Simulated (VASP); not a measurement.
# PtS2 (P-3m1) in VASP: notebook

PtS2 is run at these levels: PBE, LDA; tasks: single point.

Program: VASP 6.6.1. These are calculated values, not measurements. Logs are shortened: lines on timing, memory, paths and dates and some standing lists are left out, and cuts for length are marked.

### 1 The cell of the first run

The structure is trigonal, space group P-3m1 (No. 164). Conventional cell: a = 3.543 Å, b = 3.543 Å, c = 5.039 Å, α = 90.00°, β = 90.00°, γ = 120.00°. Within 3.2 Å of Pt (site symmetry -3m) lie 6 S at 2.40 Å. S (site symmetry 3m) has 3 Pt at 2.40 Å within 3.2 Å.

### 2 Single point, PBE

Contents of INCAR:

```
PREC = Accurate
ENCUT = 520
EDIFF = 1E-7
ISMEAR = 0
SIGMA = 0.1
LREAL = F
LASPH = T
NELM = 60
ALGO = Normal
ISIF = 2
LWAVE = F
LCHARG = F
GGA = PE
NBANDS = 18
```

Contents of KPOINTS:

```
regular mesh
0
Gamma
  6 6 4
```

Contents of POSCAR:

```
PtS2
1.0
    3.5431994758      0.0000000000      0.0000000000
   -1.7715997379      3.0685007567      0.0000000000
    0.0000000000      0.0000000000      5.0388000000
Pt S
1 2
Direct
    0.0000000000      0.0000000000      0.0000000000
    0.3333333333      0.6666666667      0.2500000000
    0.6666666667      0.3333333333      0.7500000000
```

Potentials or basis: VASP PAW PBE potentials, release 64 (Pt, S).

On the command line:

```sh
$ cat potpaw_PBE.64/Pt/POTCAR potpaw_PBE.64/S/POTCAR > POTCAR
$ mpirun -np 1 vasp_std > vasp.out
```

OUTCAR:

```text
PREC = Accurate
   ENCUT = 520
   EDIFF = 1E-7
   ISMEAR = 0
   LREAL = F
   LASPH = T
   NELM = 60
   ISIF = 2
   GGA = PE

 ion  position               nearest neighbor table
   1  0.000  0.000  0.000-   2 2.40   3 2.40   2 2.40   3 2.40   3 2.40   2 2.40
   2  0.333  0.667  0.250-   1 2.40   1 2.40   1 2.40
   3  0.667  0.333  0.750-   1 2.40   1 2.40   1 2.40

  LATTYP: Found a hexagonal cell.
 ALAT       =     3.5431994758
 C/A-ratio  =     1.4221045229

  Lattice vectors:

 A1 = (   3.5431994758,   0.0000000000,   0.0000000000)
 A2 = (  -1.7715997379,   3.0685007567,   0.0000000000)
 A3 = (   0.0000000000,   0.0000000000,   5.0388000000)

Analysis of symmetry for initial positions (statically):
=====================================================================
 Subroutine PRICEL returns:
 Original cell was already a primitive cell.

 Routine SETGRP: Setting up the symmetry group for a
 hexagonal supercell.

 Subroutine GETGRP returns: Found 12 space group operations
 (whereof 12 operations were pure point group operations)
 out of a pool of 24 trial point group operations.

The static configuration has the point symmetry D_3d.

Analysis of symmetry for dynamics (positions and initial velocities):
=====================================================================
 Subroutine PRICEL returns:
 Original cell was already a primitive cell.

 Routine SETGRP: Setting up the symmetry group for a
 hexagonal supercell.

 Subroutine GETGRP returns: Found 12 space group operations
 (whereof 12 operations were pure point group operations)
 out of a pool of 24 trial point group operations.

The dynamic configuration has the point symmetry D_3d.

 Subroutine INISYM returns: Found 12 space group operations
 (whereof 12 operations are pure point group operations),
 and found     1 'primitive' translations

----------------------------------------------------------------------------------------

                                     Primitive cell

  volume of cell :      54.7834

  direct lattice vectors                    reciprocal lattice vectors
     3.543199476  0.000000000  0.000000000     0.282230794  0.162946025  0.000000000
[... 81 lines left out ...]
   ISPIN  =      1    spin polarized calculation?
   LNONCOLLINEAR =      F non collinear calculations
   LSORBIT =      F    spin-orbit coupling
   LASPH  =      T    aspherical Exc in radial PAW
   ENCUT  =  520.0 eV  38.22 Ry    6.18 a.u.   6.59  6.59  9.37*2*pi/ulx,y,z
   NELM   =     60;   NELMIN=  2; NELMDL= -5     # of ELM steps
   EDIFF  = 0.1E-06   stopping-criterion for ELM
   LREAL  =      F    real-space projection
   EDIFFG = 0.1E-05   stopping-criterion for IOM
   NSW    =      0    number of steps for IOM
   IBRION =     -1    ionic relax: 0-MD 1-quasi-New 2-CG
   NFREE  =      0    steps in history (QN), initial steepest desc. (CG)
   ISIF   =      2    stress and relaxation
   ISYM   =      2    0-nonsym 1-usesym 2-fastsym
   POTIM  = 0.5000    time-step for ionic-motion
   TEBEG  =    0.0;   TEEND  =   0.0 temperature during run
   PSTRESS=    0.0 pullay stress
   NELECT =      22.0000    total number of electrons
   NUPDOWN=      -1.0000    fix difference up-down
   EMIN   =  10.00;   EMAX   =-10.00  energy-range for DOS
   EFERMI =   0.00;   METHOD = LEGACY
   ISMEAR =     0;   SIGMA  =   0.10  broadening in eV -4-tet -1-fermi 0-gaus
   EFERMI_NEDOS =   21; number of points for ismear=-14 and -15
   IALGO  =     38    algorithm
   IMIX   =      4    mixing-type and parameters
     AMIX     =   0.40;   BMIX     =  1.00
     AMIX_MAG =   1.60;   BMIX_MAG =  1.00
  volume/ion in A,a.u.               =      18.26       123.23
  Fermi-wavevector in a.u.,A,eV,Ry     =   1.207812  2.282434 19.848319  1.458810
  Thomas-Fermi vector in A             =   2.343439
   LORBIT       =      0    0 simple, 1 ext, 2 COOP (PROOUT), +10 PAW based schemes
   GGA     = PE    functional components
   LHFCALC =     F    Hartree Fock is set to
   AEXX    =    0.0000 exact exchange contribution
   IVDW    =     0    specifies the selected vdW correction
   LEPSILON=     F    determine dielectric tensor
   LRPA    =     F    only Hartree local field effects (RPA)
 non-spin polarized calculation
 Gauss-broadening in eV      SIGMA  =   0.10
  energy-cutoff  :      520.00
  volume of cell :       54.78
 maximum number of plane-waves:      1507
 NGX is ok and might be reduce to    28
   NGX = 13   NGY = 13   NGZ = 19

 number of electron      22.0000000 magnetization

 Free energy of the ion-electron system (eV)
  ---------------------------------------------------
  ext. energy  EPLUGINS =         0.00000000
  ---------------------------------------------------
  free energy    TOTEN  =       -15.36148371 eV

  energy without entropy =      -15.36148301  energy(sigma->0) =      -15.36148336

 E-fermi :   7.1288     XC(G=0): -10.6934

 val. band max:        6.8623416039   @ k =   0.0000   0.0000   0.0000
 cond. band min:       7.4204457076   @ k =   0.3333   0.3333   0.0000
 fundamental gap:      0.5581041037
 Fermi energy:         7.1287703202

 k-point     1 :       0.0000    0.0000    0.0000
  band No.  band energies     occupation
      1      -8.3953      2.00000
      2      -5.5744      2.00000
      3      -0.2051      2.00000
      4       0.4188      2.00000
      5       0.4188      2.00000
      6       3.0597      2.00000
[... 481 lines left out ...]
      5       0.7891      2.00000
      6       2.4896      2.00000
[... 10 lines left out ...]
     17      14.8179      0.00000
     18      17.4219      0.00000

------------------------ aborting loop because EDIFF is reached ----------------------------------------

  FORCE on cell =-STRESS in cart. coord.  units (eV):
  Direction    XX          YY          ZZ          XY          YZ          ZX
  --------------------------------------------------------------------------------------
  -------------------------------------------------------------------------------------
  Total        0.9614721      0.9614721      0.0876625      0.0000000     -0.0000000      0.0000000
  in kB       28.1188987     28.1188987      2.5637501      0.0000000     -0.0000000      0.0000000
  external PRESSURE =      19.6005158 kB  Pullay stress =       0.0000000 kB

 VOLUME and BASIS-vectors are now :
 -----------------------------------------------------------------------------
  energy-cutoff  :      520.00
  volume of cell :       54.78
      direct lattice vectors                 reciprocal lattice vectors
     3.543199476  0.000000000  0.000000000     0.282230794  0.162946025  0.000000000
    -1.771599738  3.068500757  0.000000000     0.000000000  0.325892049  0.000000000
     0.000000000  0.000000000  5.038800000     0.000000000  0.000000000  0.198459951

 POSITION                                       TOTAL-FORCE (eV/Angst)
 -----------------------------------------------------------------------------------
      0.00000      0.00000      0.00000         0.000000      0.000000      0.000000
     -0.00000      2.04567      1.25970        -0.000000     -0.000000     -0.373460
      1.77160      1.02283      3.77910         0.000000      0.000000      0.373460
 -----------------------------------------------------------------------------------
    total drift:                               -0.000000     -0.000000     -0.000000

  FREE ENERGIE OF THE ION-ELECTRON SYSTEM (eV)
  ---------------------------------------------------
  free  energy   TOTEN  =       -15.3614837099 eV

  energy  without entropy=      -15.3614830149  energy(sigma->0) =      -15.36148336
```

It took 31 s on 1 thread of AMD EPYC 7R43 (Zen 3), shared host; peak memory 0.15 GiB.

What came out:

* Free energy: -15.3615 eV
* Pressure: 2.0 GPa
* Largest force: 0.373 eV/Å
* Band gap on the k mesh: 0.56 eV, indirect (least direct gap 1.31 eV)

Forces in eV/Å, atoms in the order of the input:
```
Pt   0.000  0.000  0.000
S    0.000  0.000 -0.373
S    0.000  0.000  0.373
```

Stress tensor (GPa, compression positive):
```
2.81 0.00 0.00
0.00 2.81 0.00
0.00 0.00 0.26
```

Caveat: spin-orbit coupling is left out, which moves the levels of the heavy elements. A k mesh can miss the band edges.

### 3 Single point, PBE

Contents of INCAR:

```
SYSTEM = PtS2
ALGO = Normal
EDIFF = 1E-6
ENCUT = 520
GGA = PE
ISIF = 2
ISMEAR = -1
LASPH = .True.
LCHARG = .True.
LELF = .True.
LREAL = .False.
LVHAR = .True.
LWAVE = .False.
NBANDS = 18
NELM = 80
PREC = Accurate
SIGMA = 0.051703999572871064
```

Contents of KPOINTS:

```
k-points
0
Gamma
  6 6 4
  0 0 0
```

POSCAR is that of step 2.

Potentials or basis: VASP PAW PBE potentials, release 64 (Pt, S).

On the command line:

```sh
$ cat potpaw_PBE.64/Pt/POTCAR potpaw_PBE.64/S/POTCAR > POTCAR
$ mpirun -np 1 vasp_std > vasp.out
```

OUTCAR:

```text
SYSTEM = PtS2
   EDIFF = 1E-6
   ENCUT = 520
   GGA = PE
   ISIF = 2
   ISMEAR = -1
   LASPH = .True.
   LREAL = .False.
   NELM = 80
   PREC = Accurate

 ion  position               nearest neighbor table
   1  0.000  0.000  0.000-   2 2.40   3 2.40   2 2.40   3 2.40   3 2.40   2 2.40
   2  0.333  0.667  0.250-   1 2.40   1 2.40   1 2.40
   3  0.667  0.333  0.750-   1 2.40   1 2.40   1 2.40

  LATTYP: Found a hexagonal cell.
 ALAT       =     3.5431994758
 C/A-ratio  =     1.4221045229

  Lattice vectors:

 A1 = (   3.5431994758,   0.0000000000,   0.0000000000)
 A2 = (  -1.7715997379,   3.0685007567,   0.0000000000)
 A3 = (   0.0000000000,   0.0000000000,   5.0388000000)

Analysis of symmetry for initial positions (statically):
=====================================================================
 Subroutine PRICEL returns:
 Original cell was already a primitive cell.

 Routine SETGRP: Setting up the symmetry group for a
 hexagonal supercell.

 Subroutine GETGRP returns: Found 12 space group operations
 (whereof 12 operations were pure point group operations)
 out of a pool of 24 trial point group operations.

The static configuration has the point symmetry D_3d.

Analysis of symmetry for dynamics (positions and initial velocities):
=====================================================================
 Subroutine PRICEL returns:
 Original cell was already a primitive cell.

 Routine SETGRP: Setting up the symmetry group for a
 hexagonal supercell.

 Subroutine GETGRP returns: Found 12 space group operations
 (whereof 12 operations were pure point group operations)
 out of a pool of 24 trial point group operations.

The dynamic configuration has the point symmetry D_3d.

 Subroutine INISYM returns: Found 12 space group operations
 (whereof 12 operations are pure point group operations),
 and found     1 'primitive' translations

----------------------------------------------------------------------------------------

[... 112 lines left out ...]
     AMIX     =   0.40;   BMIX     =  1.00
     AMIX_MAG =   1.60;   BMIX_MAG =  1.00
  volume/ion in A,a.u.               =      18.26       123.23
  Fermi-wavevector in a.u.,A,eV,Ry     =   1.207812  2.282434 19.848319  1.458810
  Thomas-Fermi vector in A             =   2.343439
   LORBIT       =      0    0 simple, 1 ext, 2 COOP (PROOUT), +10 PAW based schemes
   GGA     = PE    functional components
   LHFCALC =     F    Hartree Fock is set to
   AEXX    =    0.0000 exact exchange contribution
   IVDW    =     0    specifies the selected vdW correction
   LEPSILON=     F    determine dielectric tensor
   LRPA    =     F    only Hartree local field effects (RPA)
 non-spin polarized calculation
  energy-cutoff  :      520.00
  volume of cell :       54.78
 maximum number of plane-waves:      1507
 NGX is ok and might be reduce to    28
   NGX = 13   NGY = 13   NGZ = 19

 number of electron      22.0000000 magnetization

 Free energy of the ion-electron system (eV)
  ---------------------------------------------------
  ext. energy  EPLUGINS =         0.00000000
  ---------------------------------------------------
  free energy    TOTEN  =       -15.36150929 eV

  energy without entropy =      -15.36132731  energy(sigma->0) =      -15.36141830

 E-fermi :   7.1088     XC(G=0): -10.6934

 val. band max:        6.8622183496   @ k =   0.0000   0.0000   0.0000
 cond. band min:       7.4204789564   @ k =   0.3333   0.3333   0.0000
 fundamental gap:      0.5582606067
 Fermi energy:         7.1088336893

 k-point     1 :       0.0000    0.0000    0.0000
  band No.  band energies     occupation
      1      -8.3954      2.00000
      2      -5.5744      2.00000
      3      -0.2051      2.00000
      4       0.4188      2.00000
      5       0.4188      2.00000
      6       3.0598      2.00000
[... 481 lines left out ...]
      5       0.7891      2.00000
      6       2.4897      2.00000
[... 10 lines left out ...]
     17      14.8177      0.00000
     18      17.4219      0.00000

------------------------ aborting loop because EDIFF is reached ----------------------------------------

  FORCE on cell =-STRESS in cart. coord.  units (eV):
  Direction    XX          YY          ZZ          XY          YZ          ZX
  --------------------------------------------------------------------------------------
  -------------------------------------------------------------------------------------
  Total        0.9613485      0.9613485      0.0865964      0.0000000     -0.0000000      0.0000000
  in kB       28.1152848     28.1152848      2.5325701      0.0000000     -0.0000000      0.0000000
  external PRESSURE =      19.5877132 kB  Pullay stress =       0.0000000 kB

 VOLUME and BASIS-vectors are now :
 -----------------------------------------------------------------------------
  energy-cutoff  :      520.00
  volume of cell :       54.78
      direct lattice vectors                 reciprocal lattice vectors
     3.543199476  0.000000000  0.000000000     0.282230794  0.162946025  0.000000000
    -1.771599738  3.068500757  0.000000000     0.000000000  0.325892049  0.000000000
     0.000000000  0.000000000  5.038800000     0.000000000  0.000000000  0.198459951

 POSITION                                       TOTAL-FORCE (eV/Angst)
 -----------------------------------------------------------------------------------
      0.00000      0.00000      0.00000        -0.000000      0.000000      0.000000
     -0.00000      2.04567      1.25970         0.000000      0.000000     -0.372936
      1.77160      1.02283      3.77910        -0.000000     -0.000000      0.372936
 -----------------------------------------------------------------------------------
    total drift:                               -0.000000     -0.000000     -0.000000

  FREE ENERGIE OF THE ION-ELECTRON SYSTEM (eV)
  ---------------------------------------------------
  free  energy   TOTEN  =       -15.3615092858 eV

  energy  without entropy=      -15.3613273133  energy(sigma->0) =      -15.36141830
```

OSZICAR:

```text
N       E                     dE             d eps       ncg     rms          rms(c)
DAV:   1     0.108545278812E+03    0.10855E+03   -0.10421E+04   872   0.110E+03
DAV:   2    -0.114730330162E+02   -0.12002E+03   -0.11578E+03  1064   0.216E+02
DAV:   3    -0.166265935751E+02   -0.51536E+01   -0.51198E+01  1090   0.460E+01
DAV:   4    -0.166773872872E+02   -0.50794E-01   -0.50765E-01  1160   0.506E+00
DAV:   5    -0.166781868264E+02   -0.79954E-03   -0.79948E-03  1102   0.615E-01    0.176E+01
DAV:   6    -0.156417354088E+02    0.10365E+01   -0.60107E+00   892   0.238E+01    0.120E+01
DAV:   7    -0.153783417754E+02    0.26339E+00   -0.12058E+00   882   0.110E+01    0.574E+00
DAV:   8    -0.153643531792E+02    0.13989E-01   -0.64949E-02   972   0.174E+00    0.122E+00
DAV:   9    -0.153612703603E+02    0.30828E-02   -0.84399E-03  1030   0.947E-01    0.226E-01
DAV:  10    -0.153614593567E+02   -0.18900E-03   -0.14496E-03  1056   0.241E-01    0.846E-02
DAV:  11    -0.153615035408E+02   -0.44184E-04   -0.63143E-05  1056   0.619E-02    0.504E-02
DAV:  12    -0.153615075875E+02   -0.40467E-05   -0.81634E-06  1060   0.244E-02    0.136E-02
DAV:  13    -0.153615090970E+02   -0.15095E-05   -0.15484E-06   946   0.865E-03    0.473E-03
DAV:  14    -0.153615092858E+02   -0.18886E-06   -0.22175E-07   688   0.346E-03
   1 F= -.15361509E+02 E0= -.15361418E+02  d E =-.181972E-03
```

Wall time 30 s (1 thread of AMD EPYC 7R43 (Zen 3), shared host); peak memory 0.15 GiB.

What came out:

```
Free energy            : -15.3615 eV
Pressure               : 2.0 GPa
Largest force          : 0.373 eV/Å
Band gap on the k mesh : 0.56 eV, indirect (least direct gap 1.31 eV)
```

Forces in eV/Å, atoms in the order of the input:
```
Pt   0.000  0.000  0.000
S    0.000  0.000 -0.373
S    0.000  0.000  0.373
```

Levels at points of the mesh, in eV from the valence-band top:
| k point | band 7 | band 8 | band 9 | band 10 | band 11 | band 12 | band 13 | band 14 | band 15 | band 16 |
| --- | --- | --- | --- | --- | --- | --- | --- | --- | --- | --- |
| (0.00, 0.00, 0.00) | -3.80 | -2.24 | -1.13 | -1.13 | 0.00 | 1.77 | 1.77 | 4.51 | 5.26 | 7.99 |
| (0.50, 0.00, 0.00) | -3.52 | -3.22 | -3.07 | -3.01 | -2.54 | 1.27 | 2.40 | 5.39 | 6.34 | 7.90 |
| (0.00, 0.00, 0.50) | -3.83 | -2.88 | -1.45 | -1.45 | -1.28 | 2.44 | 2.44 | 5.52 | 6.97 | 7.64 |
| (0.50, 0.00, 0.50) | -3.28 | -3.08 | -2.74 | -2.68 | -1.50 | 1.38 | 2.07 | 4.93 | 5.25 | 7.40 |

Caveat: spin-orbit coupling is left out, which moves the levels of the heavy elements. A k mesh can miss the band edges.

### 4 Single point, LDA

This run uses another cell than the first one, of 19.36 Å³/atom, 1.060 times its volume.

Contents of INCAR:

```
PREC = Accurate
ENCUT = 520
EDIFF = 1E-7
ISMEAR = 0
SIGMA = 0.1
LREAL = F
LASPH = T
NELM = 100
ALGO = Normal
ISIF = 2
LWAVE = F
LCHARG = T
LELF = T
LVHAR = T
NBANDS = 18
```

Contents of KPOINTS:

```
regular mesh
0
Gamma
  6 6 4
```

Contents of POSCAR:

```
PtS2
1.0
    3.6126916179      0.0000000000      0.0000000000
   -1.8063458090      3.1286827172      0.0000000000
    0.0000000000      0.0000000000      5.1376250896
Pt S
1 2
Direct
    0.0000000000      0.0000000000      0.0000000000
    0.3333333333      0.6666666667      0.2500000000
    0.6666666667      0.3333333333      0.7500000000
```

Potentials or basis: VASP PAW LDA potentials, release 64 (Pt, S).

On the command line:

```sh
$ cat potpaw_LDA.64/Pt/POTCAR potpaw_LDA.64/S/POTCAR > POTCAR
$ mpirun -np 1 vasp_std > vasp.out
```

Run time: 28 s. Hardware: 1 thread of AMD EPYC 7R43 (Zen 3), shared host; peak memory 0.13 GiB.

The run converged. Its results:

```
Free energy            : -17.9455 eV
Pressure               : -12.1 GPa
Largest force          : 1.302 eV/Å
Band gap on the k mesh : 0.41 eV, indirect (least direct gap 1.15 eV)
```

Forces on the atoms (eV/Å):
```
Pt   0.000  0.000  0.000
S    0.000  0.000 -1.302
S    0.000  0.000  1.302
```

Stress tensor (GPa, compression positive):
```
-12.24   0.00   0.00
  0.00 -12.24   0.00
  0.00   0.00 -11.78
```

Levels at points of the mesh, in eV from the valence-band top:
| k point | band 9 | band 10 | band 11 | band 12 | band 13 | band 14 |
| --- | --- | --- | --- | --- | --- | --- |
| (0.00, 0.00, 0.00) | -1.06 | -1.06 | 0.00 | 1.60 | 1.60 | 4.43 |
| (0.50, 0.00, 0.00) | -2.88 | -2.87 | -2.44 | 1.08 | 2.16 | 5.07 |
| (0.00, 0.00, 0.50) | -1.36 | -1.36 | -1.33 | 2.20 | 2.20 | 5.38 |
| (0.50, 0.00, 0.50) | -2.58 | -2.51 | -1.42 | 1.24 | 1.75 | 4.63 |

Caveat: spin-orbit coupling is left out, which moves the levels of the heavy elements; forces of over 1 eV/Å act on the atoms, so gaps and moduli don't describe the material at rest. A k mesh can miss the band edges.

### 5 Summary

| level | potentials or basis | cell | smearing | gap on the mesh (eV) | pressure (GPa) | largest force (eV/Å) |
| --- | --- | --- | --- | --- | --- | --- |
| PBE | VASP PAW PBE potentials, release 64 (Pt, S) | a = 3.543, b = 3.543, c = 5.039 Å, angles 90.0, 90.0, 120.0°, 3 atoms | gaussian 0.1 eV | 0.56 | 2.0 | 0.37 |
| PBE | VASP PAW PBE potentials, release 64 (Pt, S) | a = 3.543, b = 3.543, c = 5.039 Å, angles 90.0, 90.0, 120.0°, 3 atoms | fermi-dirac 0.051704 eV | 0.56 | 2.0 | 0.37 |
| LDA | VASP PAW LDA potentials, release 64 (Pt, S) | a = 3.613, b = 3.613, c = 5.138 Å, angles 90.0, 90.0, 120.0°, 3 atoms | gaussian 0.1 eV | 0.41 | -12.1 | 1.30 |

Alike in all rows: task single point; no spin polarisation; k mesh 6 × 6 × 4; cutoff (eV) 520.

Caveats: spin-orbit coupling is left out, which moves the levels of the heavy elements; forces of over 1 eV/Å act on the atoms, so gaps and moduli don't describe the material at rest (some runs).

Total energies depend on the potentials used, so only differences within one code and one set of settings carry meaning.
